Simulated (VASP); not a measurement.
# Ni (Fm-3m) in VASP: a series of runs, part 2 of 2

VASP 6.6.1. Earlier steps stand in the parts before.

### 3 Single point, PBE, collinear spin, ferromagnetic start

File INCAR:

```
SYSTEM = Ni
PREC = Accurate ; ENCUT = 520
EDIFF = 1E-6 ; ISMEAR = -1
SIGMA = 0.1 ; LREAL = .FALSE.
LASPH = .TRUE. ; NELM = 150
ALGO = Normal ; ISIF = 2
LWAVE = .FALSE. ; LCHARG = .FALSE.
ISPIN = 2 ; MAGMOM = 2
LORBIT = 11 ; LMAXMIX = 4
GGA = PE ; NBANDS = 15
```

File KPOINTS:

```
regular mesh
0
G
  13 13 13
  0 0 0
```

File POSCAR:

```
Ni
1.0
    0.0000000000      1.7659800000      1.7659800000
    1.7659800000      0.0000000000      1.7659800000
    1.7659800000      1.7659800000      0.0000000000
Ni
1
Direct
    0.0000000000      0.0000000000      0.0000000000
```

Potentials or basis: VASP PAW PBE potentials, release 64 (Ni).

Started as:

```sh
$ cat potpaw_PBE.64/Ni/POTCAR > POTCAR
$ mpirun -np 1 vasp_std > vasp.out
```

OUTCAR:

```text
SYSTEM = Ni
   PREC = Accurate
   ENCUT = 520
   EDIFF = 1E-6
   ISMEAR = -1
   LREAL = .FALSE.
   LASPH = .TRUE.
   NELM = 150
   ISIF = 2
   ISPIN = 2
   LORBIT = 11
   GGA = PE

 ion  position               nearest neighbor table
   1  0.000  0.000  0.000-

  LATTYP: Found a face centered cubic cell.
 ALAT       =     3.5319600000

  Lattice vectors:

 A1 = (   0.0000000000,   1.7659800000,   1.7659800000)
 A2 = (   1.7659800000,   0.0000000000,   1.7659800000)
 A3 = (   1.7659800000,   1.7659800000,   0.0000000000)

Analysis of symmetry for initial positions (statically):
=====================================================================
 Subroutine PRICEL returns:
 Original cell was already a primitive cell.

 Routine SETGRP: Setting up the symmetry group for a
 face centered cubic supercell.

 Subroutine GETGRP returns: Found 48 space group operations
 (whereof 48 operations were pure point group operations)
 out of a pool of 48 trial point group operations.

The static configuration has the point symmetry O_h .

Analysis of symmetry for dynamics (positions and initial velocities):
[... 622 lines left out ...]
      6       8.5488      0.99843
      7      32.6615      0.00000
      8      36.5708      0.00000
      9      36.5709      0.00000
     10      36.5709      0.00000
     11      39.5853      0.00000
     12      39.5853      0.00000
     13      39.5853      0.00000
     14      42.3501      0.00000
[... 403 lines left out ...]
      4       7.8426      1.00000
      5       9.3707      0.14640
      6      10.4769      0.00000
      7      17.2590      0.00000
      8      27.8984      0.00000
      9      29.5650      0.00000
     10      31.6782      0.00000
     11      41.5394      0.00000
     12      41.8076      0.00000
     13      44.7375      0.00000
     14      48.1063      0.00000
     15      56.6101      0.00000

 [... further k-points ...]
[... 5 lines left out ...]
  --------------------------------------------------------------------------------------
  -------------------------------------------------------------------------------------
  Total       -0.1338780     -0.1338780     -0.1338780      0.0000000      0.0000000     -0.0000000
  in kB      -19.4729836    -19.4729836    -19.4729836      0.0000000      0.0000000     -0.0000000
  external PRESSURE =     -19.4729836 kB  Pullay stress =       0.0000000 kB

 VOLUME and BASIS-vectors are now :
 -----------------------------------------------------------------------------
  energy-cutoff  :      520.00
  volume of cell :       11.02
      direct lattice vectors                 reciprocal lattice vectors
     0.000000000  1.765980000  1.765980000    -0.283128914  0.283128914  0.283128914
     1.765980000  0.000000000  1.765980000     0.283128914 -0.283128914  0.283128914
     1.765980000  1.765980000  0.000000000     0.283128914  0.283128914 -0.283128914

 POSITION                                       TOTAL-FORCE (eV/Angst)
 -----------------------------------------------------------------------------------
      0.00000      0.00000      0.00000         0.000000      0.000000      0.000000
 -----------------------------------------------------------------------------------
    total drift:                                0.000000     -0.000000     -0.000000

  FREE ENERGIE OF THE ION-ELECTRON SYSTEM (eV)
  ---------------------------------------------------
  free  energy   TOTEN  =        -5.4990282580 eV

  energy  without entropy=       -5.4465135016  energy(sigma->0) =       -5.47277088

 total charge

# of ion       s       p       d       tot
------------------------------------------
    1        0.492   0.487   8.309   9.288

 magnetization (x)

# of ion       s       p       d       tot
------------------------------------------
    1       -0.006  -0.023   0.662   0.633
```

stdout:

```text
POSCAR found type information on POSCAR Ni
 POSCAR found :  1 types and       1 ions
 scaLAPACK will be used
 LDA part: xc-table for (Slater+PW92), standard interpolation
 POSCAR, INCAR and KPOINTS ok, starting setup
 FFT: planning ... GRIDC
 FFT: planning ... GRID_SOFT
 FFT: planning ... GRID
 WAVECAR not read
 entering main loop
```

Run time: 50 s. Hardware: 1 thread of Intel Xeon 8259CL, shared host; peak memory 0.15 GiB.

What came out:

```yaml
Free_energy: -5.4990 eV
Pressure: -1.9 GPa
Net_moment: 0.62 μB per cell
Site_moments: Ni +0.63 μB
Valence_electrons_inside_the_program's_atomic_spheres: Ni 9.29
```

### 4 Single point, PBE, collinear spin, ferromagnetic start

File INCAR:

```
ALGO = Normal ; EDIFF = 1E-7
ENCUT = 520 ; GGA = PE
ISIF = 2 ; ISMEAR = -1
ISPIN = 2 ; LASPH = T
LCHARG = F ; LMAXMIX = 4
LORBIT = 11 ; LREAL = F
LWAVE = F ; MAGMOM = 2
NBANDS = 15 ; NELM = 150
PREC = Accurate ; SIGMA = 0.1
```

File KPOINTS:

```
k-points
0
Gamma
  13 13 13
```

POSCAR is that of step 3.

Potentials or basis: VASP PAW PBE potentials, release 64 (Ni).

Started as:

```sh
$ cat potpaw_PBE.64/Ni/POTCAR > POTCAR
$ mpirun -np 1 vasp_std > vasp.out
```

OUTCAR:

```text
EDIFF = 1E-7
   ENCUT = 520
   GGA = PE
   ISIF = 2
   ISMEAR = -1
   ISPIN = 2
   LASPH = T
   LORBIT = 11
   LREAL = F
   NELM = 150
   PREC = Accurate

 ion  position               nearest neighbor table
   1  0.000  0.000  0.000-

  LATTYP: Found a face centered cubic cell.
 ALAT       =     3.5319600000

  Lattice vectors:

 A1 = (   0.0000000000,   1.7659800000,   1.7659800000)
 A2 = (   1.7659800000,   0.0000000000,   1.7659800000)
 A3 = (   1.7659800000,   1.7659800000,   0.0000000000)

Analysis of symmetry for initial positions (statically):
=====================================================================
 Subroutine PRICEL returns:
 Original cell was already a primitive cell.

 Routine SETGRP: Setting up the symmetry group for a
 face centered cubic supercell.

 Subroutine GETGRP returns: Found 48 space group operations
 (whereof 48 operations were pure point group operations)
 out of a pool of 48 trial point group operations.

The static configuration has the point symmetry O_h .

Analysis of symmetry for dynamics (positions and initial velocities):
=====================================================================
[... 621 lines left out ...]
      6       8.5488      0.99843
      7      32.6615      0.00000
      8      36.5708      0.00000
      9      36.5709      0.00000
     10      36.5709      0.00000
     11      39.5853      0.00000
     12      39.5853      0.00000
     13      39.5853      0.00000
     14      42.3501      0.00000
[... 403 lines left out ...]
      4       7.8426      1.00000
      5       9.3707      0.14640
      6      10.4769      0.00000
      7      17.2590      0.00000
      8      27.8984      0.00000
      9      29.5650      0.00000
     10      31.6782      0.00000
     11      41.5394      0.00000
     12      41.8076      0.00000
     13      44.7375      0.00000
     14      48.1063      0.00000
     15      56.6101      0.00000

 [... further k-points ...]
[... 5 lines left out ...]
  --------------------------------------------------------------------------------------
  -------------------------------------------------------------------------------------
  Total       -0.1334550     -0.1334550     -0.1334550      0.0000000      0.0000000     -0.0000000
  in kB      -19.4114520    -19.4114520    -19.4114520      0.0000000      0.0000000     -0.0000000
  external PRESSURE =     -19.4114520 kB  Pullay stress =       0.0000000 kB

 VOLUME and BASIS-vectors are now :
 -----------------------------------------------------------------------------
  energy-cutoff  :      520.00
  volume of cell :       11.02
      direct lattice vectors                 reciprocal lattice vectors
     0.000000000  1.765980000  1.765980000    -0.283128914  0.283128914  0.283128914
     1.765980000  0.000000000  1.765980000     0.283128914 -0.283128914  0.283128914
     1.765980000  1.765980000  0.000000000     0.283128914  0.283128914 -0.283128914

 POSITION                                       TOTAL-FORCE (eV/Angst)
 -----------------------------------------------------------------------------------
      0.00000      0.00000      0.00000        -0.000000     -0.000000     -0.000000
 -----------------------------------------------------------------------------------
    total drift:                                0.000000      0.000000      0.000000

  FREE ENERGIE OF THE ION-ELECTRON SYSTEM (eV)
  ---------------------------------------------------
  free  energy   TOTEN  =        -5.4990282521 eV

  energy  without entropy=       -5.4465134459  energy(sigma->0) =       -5.47277085

 total charge

# of ion       s       p       d       tot
------------------------------------------
    1        0.492   0.487   8.309   9.288

 magnetization (x)

# of ion       s       p       d       tot
------------------------------------------
    1       -0.006  -0.023   0.662   0.633
```

OSZICAR:

```text
N       E                     dE             d eps       ncg     rms          rms(c)
DAV:   1     0.334170272685E+02    0.33417E+02   -0.44200E+03  5341   0.902E+02
DAV:   2    -0.491385095494E+01   -0.38331E+02   -0.35509E+02  5747   0.163E+02
DAV:   3    -0.633774357886E+01   -0.14239E+01   -0.14160E+01  6062   0.309E+01
DAV:   4    -0.634683984920E+01   -0.90963E-02   -0.90944E-02  6259   0.232E+00
DAV:   5    -0.634695996135E+01   -0.12011E-03   -0.12011E-03  6223   0.238E-01    0.110E+01
DAV:   6    -0.588465717821E+01    0.46230E+00   -0.13173E+01  7301   0.416E+01    0.635E+00
DAV:   7    -0.551411124289E+01    0.37055E+00   -0.26610E+00  6846   0.161E+01    0.177E+00
DAV:   8    -0.550292587590E+01    0.11185E-01   -0.22699E-02  5818   0.933E-01    0.957E-01
DAV:   9    -0.549991409160E+01    0.30118E-02   -0.17679E-03  7862   0.251E-01    0.343E-01
DAV:  10    -0.549901964342E+01    0.89445E-03   -0.13937E-03  7580   0.214E-01    0.443E-02
DAV:  11    -0.549902697116E+01   -0.73277E-05   -0.20318E-05  6326   0.312E-02    0.259E-02
DAV:  12    -0.549902822037E+01   -0.12492E-05   -0.12231E-06  6956   0.705E-03    0.778E-03
DAV:  13    -0.549902825205E+01   -0.31680E-07   -0.69024E-07  6736   0.775E-03
   1 F= -.54990283E+01 E0= -.54727708E+01  d E =-.525148E-01  mag=     0.6213
```

Run time: 68 s. Hardware: 1 thread of Intel Xeon 8259CL, shared host; peak memory 0.14 GiB.

Results:

| Property | Result |
| --- | --- |
| Free energy | -5.4990 eV |
| Pressure | -1.9 GPa |
| Net moment | 0.62 μB per cell |
| Site moments | Ni +0.63 μB |
| Valence electrons inside the program's atomic spheres | Ni 9.29 |
